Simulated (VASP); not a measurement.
# B2C (F-43m) in VASP: notebook

Runs on B2C. Level: PBE. Tasks: single point.

Everything below comes from runs of VASP 6.6.1. Logs are shortened: lines on timing, memory, paths and dates and some standing lists are left out, and cuts for length are marked.

**1. The cell of the first run**

The structure is cubic, space group F-43m (No. 216). Conventional cell: a = 4.246 Å, b = 4.246 Å, c = 4.246 Å, α = 90.00°, β = 90.00°, γ = 90.00°. Within 2.4 Å of B (site symmetry -43m) lie 4 B at 1.84 Å and 6 C at 2.12 Å. B (site symmetry -43m) has 4 B at 1.84 Å and 4 C at 1.84 Å within 2.4 Å. Within 2.4 Å of C (site symmetry -43m) lie 10 B at 1.84 to 2.12 Å.

**2. Single point, PBE**

Input file INCAR:

```
PREC = Accurate
ENCUT = 600
EDIFF = 1E-6
ISMEAR = 0
SIGMA = 0.2
LREAL = False
LASPH = True
NELM = 120
ALGO = Normal
ISIF = 2
LWAVE = False
LCHARG = False
GGA = PE
NBANDS = 12
GGA_COMPAT = False
```

Input file KPOINTS:

```
Automatic mesh
0
Gamma
  6 6 6
```

Input file POSCAR:

```
B2C
1.0
    0.0000000000      2.1232346442      2.1232346442
    2.1232346442      0.0000000000      2.1232346442
    2.1232346442      2.1232346442      0.0000000000
B C
2 1
Direct
    0.5000000000      0.5000000000      0.5000000000
    0.7500000000      0.7500000000      0.7500000000
    0.0000000000      0.0000000000      0.0000000000
```

Potentials or basis: VASP PAW PBE potentials, release 64 (B, C).

The run is started by

```bash
cat potpaw_PBE.64/B/POTCAR potpaw_PBE.64/C/POTCAR > POTCAR
mpirun -np 1 vasp_std > vasp.out
```

OUTCAR:

```text
PREC = Accurate
   ENCUT = 600
   EDIFF = 1E-6
   ISMEAR = 0
   LREAL = False
   LASPH = True
   NELM = 120
   ISIF = 2
   GGA = PE

 ion  position               nearest neighbor table
   1  0.500  0.500  0.500-   2 1.84   2 1.84   2 1.84   2 1.84
   2  0.750  0.750  0.750-   1 1.84   1 1.84   1 1.84   1 1.84   3 1.84   3 1.84   3 1.84   3 1.84

   3  0.000  0.000  0.000-   2 1.84   2 1.84   2 1.84   2 1.84

  LATTYP: Found a face centered cubic cell.
 ALAT       =     4.2464692884

  Lattice vectors:

 A1 = (   0.0000000000,   2.1232346442,   2.1232346442)
 A2 = (   2.1232346442,   0.0000000000,   2.1232346442)
 A3 = (   2.1232346442,   2.1232346442,   0.0000000000)

Analysis of symmetry for initial positions (statically):
=====================================================================
 Subroutine PRICEL returns:
 Original cell was already a primitive cell.

 Routine SETGRP: Setting up the symmetry group for a
 face centered cubic supercell.

 Subroutine GETGRP returns: Found 24 space group operations
 (whereof 24 operations were pure point group operations)
 out of a pool of 48 trial point group operations.

The static configuration has the point symmetry T_d .

Analysis of symmetry for dynamics (positions and initial velocities):
=====================================================================
 Subroutine PRICEL returns:
 Original cell was already a primitive cell.

 Routine SETGRP: Setting up the symmetry group for a
 face centered cubic supercell.

 Subroutine GETGRP returns: Found 24 space group operations
 (whereof 24 operations were pure point group operations)
 out of a pool of 48 trial point group operations.

The dynamic configuration has the point symmetry T_d .

 Subroutine INISYM returns: Found 24 space group operations
 (whereof 24 operations are pure point group operations),
 and found     1 'primitive' translations

----------------------------------------------------------------------------------------

                                     Primitive cell

  volume of cell :      19.1436

  direct lattice vectors                    reciprocal lattice vectors
     0.000000000  2.123234644  2.123234644    -0.235489752  0.235489752  0.235489752
     2.123234644  0.000000000  2.123234644     0.235489752 -0.235489752  0.235489752
     2.123234644  2.123234644  0.000000000     0.235489752  0.235489752 -0.235489752

  length of vectors
     3.002707230  3.002707230  3.002707230     0.407880215  0.407880215  0.407880215

[... 84 lines left out ...]
   NELECT =      10.0000    total number of electrons
   NUPDOWN=      -1.0000    fix difference up-down
   EMIN   =  10.00;   EMAX   =-10.00  energy-range for DOS
   EFERMI =   0.00;   METHOD = LEGACY
   ISMEAR =     0;   SIGMA  =   0.20  broadening in eV -4-tet -1-fermi 0-gaus
   EFERMI_NEDOS =   21; number of points for ismear=-14 and -15
   IALGO  =     38    algorithm
   IMIX   =      4    mixing-type and parameters
     AMIX     =   0.40;   BMIX     =  1.00
     AMIX_MAG =   1.60;   BMIX_MAG =  1.00
  volume/ion in A,a.u.               =       6.38        43.06
  Fermi-wavevector in a.u.,A,eV,Ry     =   1.318460  2.491527 23.651495  1.738336
  Thomas-Fermi vector in A             =   2.448428
   LORBIT       =      0    0 simple, 1 ext, 2 COOP (PROOUT), +10 PAW based schemes
   GGA     = PE    functional components
   LHFCALC =     F    Hartree Fock is set to
   AEXX    =    0.0000 exact exchange contribution
   IVDW    =     0    specifies the selected vdW correction
   LEPSILON=     F    determine dielectric tensor
   LRPA    =     F    only Hartree local field effects (RPA)
 non-spin polarized calculation
 Gauss-broadening in eV      SIGMA  =   0.20
  energy-cutoff  :      600.00
  volume of cell :       19.14
 maximum number of plane-waves:       650
   NGX = 11   NGY = 11   NGZ = 11

 number of electron      10.0000000 magnetization

 Free energy of the ion-electron system (eV)
  ---------------------------------------------------
  ext. energy  EPLUGINS =         0.00000000
  ---------------------------------------------------
  free energy    TOTEN  =       -17.39976806 eV

  energy without entropy =      -17.37400182  energy(sigma->0) =      -17.38688494

 E-fermi :   9.7844     XC(G=0): -12.6292

 val. band max:        9.3548202546   @ k =   0.3333   0.0000   0.0000
 cond. band min:       9.8090034557   @ k =   0.1667   0.0000   0.0000
 fundamental gap:      0.4541832011
 Fermi energy:         9.7844444239

 k-point     1 :       0.0000    0.0000    0.0000
  band No.  band energies     occupation
      1     -10.0252      2.00000
      2       6.5783      2.00000
      3       6.5783      2.00000
      4       6.5783      2.00000
      5       9.3397      1.99834
      6       9.3397      1.99834
      7       9.3397      1.99834
      8      10.9216      0.00000
      9      16.6958      0.00000
     10      16.6958      0.00000
     11      16.6958      0.00000
     12      20.0307      0.00000
[... 211 lines left out ...]
 k-point    16 :      -0.3333    0.5000    0.1667
  band No.  band energies     occupation
      1      -4.0333      2.00000
      2      -2.2714      2.00000
      3      -0.4915      2.00000
      4       0.0904      2.00000
      5       7.9205      2.00000
      6      13.0888      0.00000
      7      13.2071      0.00000
      8      16.5833      0.00000
      9      17.5816      0.00000
     10      19.7365      0.00000
     11      22.5669      0.00000
     12      23.2923      0.00000

------------------------ aborting loop because EDIFF is reached ----------------------------------------

  FORCE on cell =-STRESS in cart. coord.  units (eV):
  Direction    XX          YY          ZZ          XY          YZ          ZX
  --------------------------------------------------------------------------------------
  -------------------------------------------------------------------------------------
  Total       -0.0134040     -0.0134040     -0.0134040      0.0000000     -0.0000000     -0.0000000
  in kB       -1.1218144     -1.1218144     -1.1218144      0.0000000     -0.0000000     -0.0000000
  external PRESSURE =      -1.1218144 kB  Pullay stress =       0.0000000 kB

 VOLUME and BASIS-vectors are now :
 -----------------------------------------------------------------------------
  energy-cutoff  :      600.00
  volume of cell :       19.14
      direct lattice vectors                 reciprocal lattice vectors
     0.000000000  2.123234644  2.123234644    -0.235489752  0.235489752  0.235489752
     2.123234644  0.000000000  2.123234644     0.235489752 -0.235489752  0.235489752
     2.123234644  2.123234644  0.000000000     0.235489752  0.235489752 -0.235489752

 POSITION                                       TOTAL-FORCE (eV/Angst)
 -----------------------------------------------------------------------------------
      2.12323      2.12323      2.12323        -0.000000     -0.000000     -0.000000
      3.18485      3.18485      3.18485         0.000000      0.000000      0.000000
      0.00000      0.00000      0.00000        -0.000000     -0.000000     -0.000000
 -----------------------------------------------------------------------------------
    total drift:                                0.000000      0.000000      0.000000

  FREE ENERGIE OF THE ION-ELECTRON SYSTEM (eV)
  ---------------------------------------------------
  free  energy   TOTEN  =       -17.3997680595 eV

  energy  without entropy=      -17.3740018167  energy(sigma->0) =      -17.38688494
```

OSZICAR:

```text
N       E                     dE             d eps       ncg     rms          rms(c)
DAV:   1     0.120875510795E+02    0.12088E+02   -0.57602E+03   384   0.895E+02
DAV:   2    -0.166341546093E+02   -0.28722E+02   -0.27009E+02   476   0.151E+02
DAV:   3    -0.175970268618E+02   -0.96287E+00   -0.94253E+00   480   0.212E+01
DAV:   4    -0.176009558081E+02   -0.39289E-02   -0.39221E-02   400   0.133E+00
DAV:   5    -0.176009631822E+02   -0.73742E-05   -0.73739E-05   448   0.586E-02    0.362E+00
DAV:   6    -0.174474539324E+02    0.15351E+00   -0.12041E-01   428   0.198E+00    0.215E+00
DAV:   7    -0.174001273201E+02    0.47327E-01   -0.48005E-02   424   0.141E+00    0.576E-01
DAV:   8    -0.173995411986E+02    0.58612E-03   -0.34937E-03   400   0.439E-01    0.943E-02
DAV:   9    -0.173997246547E+02   -0.18346E-03   -0.24669E-04   444   0.116E-01    0.320E-02
DAV:  10    -0.173997659159E+02   -0.41261E-04   -0.67211E-05   448   0.595E-02    0.671E-03
DAV:  11    -0.173997673903E+02   -0.14744E-05   -0.31008E-06   392   0.121E-02    0.456E-03
DAV:  12    -0.173997680595E+02   -0.66916E-06   -0.74744E-07   340   0.688E-03
   1 F= -.17399768E+02 E0= -.17386885E+02  d E =-.257662E-01
```

Wall time 6.7 s (1 thread of Intel Xeon 8259CL, shared host); peak memory 0.13 GiB.

Results:

* Free energy: -17.3998 eV
* Pressure: -0.1 GPa
* Band gap on the k mesh: zero (band 5 reaches 9.83 eV, above the bottom of band 6 at 8.87 eV)

Caveat: the k points lie up to 0.43 Å⁻¹ apart.

**3. Single point, PBE**

This run uses another cell than the first one, of 6.45 Å³/atom, 1.011 times its volume.

Input file INCAR:

```
SYSTEM = B2C
ALGO     = Normal         ! electronic algorithm
EDIFF    = 1E-6           ! SCF threshold, eV
ENCUT    = 600            ! plane-wave cutoff, eV
GGA      = PE             ! functional
GGA_COMPAT= .False.      
ISIF     = 2              ! what is computed and relaxed
ISMEAR   = 0              ! smearing method
LASPH    = .True.         ! aspherical terms in the spheres
LCHARG   = .False.        ! write CHGCAR
LREAL    = .False.        ! projectors in reciprocal space
LWAVE    = .False.        ! write WAVECAR
NBANDS   = 12             ! bands
NELM     = 120            ! most SCF steps
PREC     = Accurate       ! precision mode
SIGMA    = 0.2            ! smearing width, eV
```

Input file KPOINTS:

```
k-points
0
Gamma
  7 7 7
  0 0 0
```

Input file POSCAR:

```
B2C
1.0
    0.0000000000      2.1309347140      2.1309347140
    2.1309347140      0.0000000000      2.1309347140
    2.1309347140      2.1309347140      0.0000000000
B C
2 1
Direct
    0.5000000000      0.5000000000      0.5000000000
    0.7500000000      0.7500000000      0.7500000000
    0.2500000000      0.2500000000      0.2500000000
```

Potentials or basis: VASP PAW PBE potentials, release 64 (B, C).

The run is started by

```bash
cat potpaw_PBE.64/B/POTCAR potpaw_PBE.64/C/POTCAR > POTCAR
mpirun -np 1 vasp_std > vasp.out
```

OUTCAR:

```text
SYSTEM = B2C
   EDIFF = 1E-6
   ENCUT = 600
   GGA = PE
   ISIF = 2
   ISMEAR = 0
   LASPH = .True.
   LREAL = .False.
   NELM = 120
   PREC = Accurate

 ion  position               nearest neighbor table
   1  0.500  0.500  0.500-   3 1.85   3 1.85   3 1.85   2 1.85   2 1.85   2 1.85   3 1.85   2 1.85

   2  0.750  0.750  0.750-   1 1.85   1 1.85   1 1.85   1 1.85
   3  0.250  0.250  0.250-   1 1.85   1 1.85   1 1.85   1 1.85

  LATTYP: Found a face centered cubic cell.
 ALAT       =     4.2618694280

  Lattice vectors:

 A1 = (   0.0000000000,   2.1309347140,   2.1309347140)
 A2 = (   2.1309347140,   0.0000000000,   2.1309347140)
 A3 = (   2.1309347140,   2.1309347140,   0.0000000000)

Analysis of symmetry for initial positions (statically):
=====================================================================
 Subroutine PRICEL returns:
 Original cell was already a primitive cell.

 Routine SETGRP: Setting up the symmetry group for a
 face centered cubic supercell.

 Subroutine GETGRP returns: Found 24 space group operations
 (whereof 24 operations were pure point group operations)
 out of a pool of 48 trial point group operations.

The static configuration has the point symmetry T_d .

Analysis of symmetry for dynamics (positions and initial velocities):
=====================================================================
 Subroutine PRICEL returns:
 Original cell was already a primitive cell.

 Routine SETGRP: Setting up the symmetry group for a
 face centered cubic supercell.

 Subroutine GETGRP returns: Found 24 space group operations
 (whereof 24 operations were pure point group operations)
 out of a pool of 48 trial point group operations.

The dynamic configuration has the point symmetry T_d .

 Subroutine INISYM returns: Found 24 space group operations
 (whereof 24 operations are pure point group operations),
 and found     1 'primitive' translations

----------------------------------------------------------------------------------------

                                     Primitive cell

  volume of cell :      19.3526

  direct lattice vectors                    reciprocal lattice vectors
     0.000000000  2.130934714  2.130934714    -0.234638817  0.234638817  0.234638817
     2.130934714  0.000000000  2.130934714     0.234638817 -0.234638817  0.234638817
     2.130934714  2.130934714  0.000000000     0.234638817  0.234638817 -0.234638817

  length of vectors
     3.013596773  3.013596773  3.013596773     0.406406352  0.406406352  0.406406352

  position of ions in fractional coordinates (direct lattice)
     0.500000000  0.500000000  0.500000000
     0.750000000  0.750000000  0.750000000
     0.250000000  0.250000000  0.250000000

  ion indices of the primitive-cell ions
   primitive index   ion index
                 1           1
                 2           2
                 3           3

----------------------------------------------------------------------------------------

 KPOINTS: k-points

Automatic generation of k-mesh.
 Grid dimensions read from file:
 generate k-points for:    7    7    7

[... 38 lines left out ...]
 -0.428571  0.428571  0.142857     24.000000
 -0.285714  0.428571  0.142857     24.000000
   k-points           NKPTS =     20   k-points in BZ     NKDIM =     20   number of bands    NBANDS=     12
   number of dos      NEDOS =    301   number of ions     NIONS =      3
   total plane-waves  NPLWV =  13824
   dimension x,y,z NGX =    24 NGY =   24 NGZ =   24
   dimension x,y,z NGXF=    48 NGYF=   48 NGZF=   48
   ions per type =               2   1
   NGX,Y,Z   is equivalent  to a cutoff of  13.24, 13.24, 13.24 a.u.
   NGXF,Y,Z  is equivalent  to a cutoff of  26.48, 26.48, 26.48 a.u.
 SYSTEM =  B2C
   PREC   = accura    normal or accurate (medium, high low for compatibility)
   ISTART =      0    job   : 0-new  1-cont  2-samecut
   ICHARG =      2    charge: 1-file 2-atom 10-const
   ISPIN  =      1    spin polarized calculation?
   LNONCOLLINEAR =      F non collinear calculations
   LSORBIT =      F    spin-orbit coupling
   LASPH  =      T    aspherical Exc in radial PAW
   ENCUT  =  600.0 eV  44.10 Ry    6.64 a.u.   6.02  6.02  6.02*2*pi/ulx,y,z
   NELM   =    120;   NELMIN=  2; NELMDL= -5     # of ELM steps
   EDIFF  = 0.1E-05   stopping-criterion for ELM
   LREAL  =      F    real-space projection
   EDIFFG = 0.1E-04   stopping-criterion for IOM
   NSW    =      0    number of steps for IOM
   IBRION =     -1    ionic relax: 0-MD 1-quasi-New 2-CG
   NFREE  =      0    steps in history (QN), initial steepest desc. (CG)
   ISIF   =      2    stress and relaxation
   ISYM   =      2    0-nonsym 1-usesym 2-fastsym
   POTIM  = 0.5000    time-step for ionic-motion
   TEBEG  =    0.0;   TEEND  =   0.0 temperature during run
   PSTRESS=    0.0 pullay stress
   NELECT =      10.0000    total number of electrons
   NUPDOWN=      -1.0000    fix difference up-down
   EMIN   =  10.00;   EMAX   =-10.00  energy-range for DOS
   EFERMI =   0.00;   METHOD = LEGACY
   ISMEAR =     0;   SIGMA  =   0.20  broadening in eV -4-tet -1-fermi 0-gaus
   EFERMI_NEDOS =   21; number of points for ismear=-14 and -15
   IALGO  =     38    algorithm
   IMIX   =      4    mixing-type and parameters
     AMIX     =   0.40;   BMIX     =  1.00
     AMIX_MAG =   1.60;   BMIX_MAG =  1.00
  volume/ion in A,a.u.               =       6.45        43.53
  Fermi-wavevector in a.u.,A,eV,Ry     =   1.313695  2.482524 23.480876  1.725796
  Thomas-Fermi vector in A             =   2.444000
   LORBIT       =      0    0 simple, 1 ext, 2 COOP (PROOUT), +10 PAW based schemes
   GGA     = PE    functional components
   LHFCALC =     F    Hartree Fock is set to
   AEXX    =    0.0000 exact exchange contribution
   IVDW    =     0    specifies the selected vdW correction
   LEPSILON=     F    determine dielectric tensor
   LRPA    =     F    only Hartree local field effects (RPA)
 non-spin polarized calculation
 Gauss-broadening in eV      SIGMA  =   0.20
  energy-cutoff  :      600.00
  volume of cell :       19.35
 maximum number of plane-waves:       656
   NGX = 13   NGY = 13   NGZ = 13

 number of electron      10.0000000 magnetization

 Free energy of the ion-electron system (eV)
  ---------------------------------------------------
  ext. energy  EPLUGINS =         0.00000000
  ---------------------------------------------------
  free energy    TOTEN  =       -17.39615845 eV

  energy without entropy =      -17.37272012  energy(sigma->0) =      -17.38443928

 E-fermi :   9.3682     XC(G=0): -12.5808

 val. band max:        9.2822054958   @ k =  -0.2857   0.1429   0.0000
 cond. band min:       9.4009195844   @ k =  -0.2857   0.1429   0.0000
 fundamental gap:      0.1187140887
 Fermi energy:         9.3682056925

 k-point     1 :       0.0000    0.0000    0.0000
  band No.  band energies     occupation
      1     -10.0272      2.00000
      2       6.4935      2.00000
      3       6.4935      2.00000
      4       6.4935      2.00000
      5       9.1937      1.78288
      6       9.1937      1.78288
      7       9.1937      1.78288
      8      10.6820      0.00000
      9      16.5282      0.00000
     10      16.5282      0.00000
     11      16.5282      0.00000
     12      19.7229      0.00000
[... 271 lines left out ...]
 k-point    20 :      -0.2857    0.4286    0.1429
  band No.  band energies     occupation
      1      -4.2497      2.00000
      2      -2.1996      2.00000
      3      -1.2504      2.00000
      4       0.8153      2.00000
      5       8.8164      1.99990
      6      11.5123      0.00000
      7      14.9385      0.00000
      8      15.8530      0.00000
      9      16.6346      0.00000
     10      18.6081      0.00000
     11      22.0170      0.00000
     12      22.9790      0.00000

------------------------ aborting loop because EDIFF is reached ----------------------------------------

  FORCE on cell =-STRESS in cart. coord.  units (eV):
  Direction    XX          YY          ZZ          XY          YZ          ZX
  --------------------------------------------------------------------------------------
  -------------------------------------------------------------------------------------
  Total       -0.0608299     -0.0608299     -0.0608299     -0.0000000      0.0000000      0.0000000
  in kB       -5.0360189     -5.0360189     -5.0360189     -0.0000000      0.0000000      0.0000000
  external PRESSURE =      -5.0360189 kB  Pullay stress =       0.0000000 kB

 VOLUME and BASIS-vectors are now :
 -----------------------------------------------------------------------------
  energy-cutoff  :      600.00
  volume of cell :       19.35
      direct lattice vectors                 reciprocal lattice vectors
     0.000000000  2.130934714  2.130934714    -0.234638817  0.234638817  0.234638817
     2.130934714  0.000000000  2.130934714     0.234638817 -0.234638817  0.234638817
     2.130934714  2.130934714  0.000000000     0.234638817  0.234638817 -0.234638817

 POSITION                                       TOTAL-FORCE (eV/Angst)
 -----------------------------------------------------------------------------------
      2.13093      2.13093      2.13093         0.000000     -0.000000     -0.000000
      3.19640      3.19640      3.19640        -0.000000      0.000000      0.000000
      1.06547      1.06547      1.06547        -0.000000     -0.000000     -0.000000
 -----------------------------------------------------------------------------------
    total drift:                               -0.000000     -0.000000     -0.000000

  FREE ENERGIE OF THE ION-ELECTRON SYSTEM (eV)
  ---------------------------------------------------
  free  energy   TOTEN  =       -17.3961584478 eV

  energy  without entropy=      -17.3727201191  energy(sigma->0) =      -17.38443928
```

Run time: 6.6 s. Hardware: 1 thread of Intel Xeon 8259CL, shared host; peak memory 0.13 GiB.

Results:

```yaml
Free_energy: -17.3962 eV
Pressure: -0.5 GPa
Band_gap_on_the_k_mesh: zero (band 5 reaches 9.62 eV, above the bottom of band 6 at 8.86 eV)
```

Levels at points of the mesh, in eV from the Fermi level:
| k point | band 2 | band 3 | band 4 | band 5 | band 6 | band 7 | band 8 | band 9 |
| --- | --- | --- | --- | --- | --- | --- | --- | --- |
| (0.00, 0.00, 0.00) | -2.87 | -2.87 | -2.87 | -0.17 | -0.17 | -0.17 | 1.31 | 7.16 |

Caveat: the k points lie up to 0.36 Å⁻¹ apart.

(Part 1 of 2 ends here.)
